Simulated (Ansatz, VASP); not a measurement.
## Be3GeF2: VASP beside Ansatz

```
Be Ge F
1.0
     3.12077    1.80178    2.54810
    -3.12077    1.80178    2.54810
     0.00000   -3.60355    2.54810
Be Ge F
3 1 2
Direct
  0.00000 0.50000 0.00000
  0.50000 0.00000 0.00000
  0.00000 0.00000 0.50000
  0.50000 0.50000 0.50000
  0.75000 0.75000 0.75000
  0.25000 0.25000 0.25000
```

Alike in both runs: task relaxation of cell and atoms; functional PBE; k mesh 4 × 4 × 4; occupations gaussian, width 0.1 eV; no spin polarisation.

|  | VASP | Ansatz |
| --- | --- | --- |
| version | VASP 6.6.1 | Ansatz 0.2.0 |
| potentials or method | VASP PAW PBE potentials, release 64 (Be, Ge_d, F), cutoff 600 eV | scalar-relativistic, plane waves, PAW |
| valence electrons in the cell | 34 | 34 |

|  | VASP | Ansatz | Ansatz less VASP |
| --- | --- | --- | --- |
| relaxed volume (Å³/atom) | 12.79 | 11.45 | -1.340 |
| relaxed length of the cell vector where the two differ most in proportion (Å) | 4.331 | 4.612 | +0.2809 |
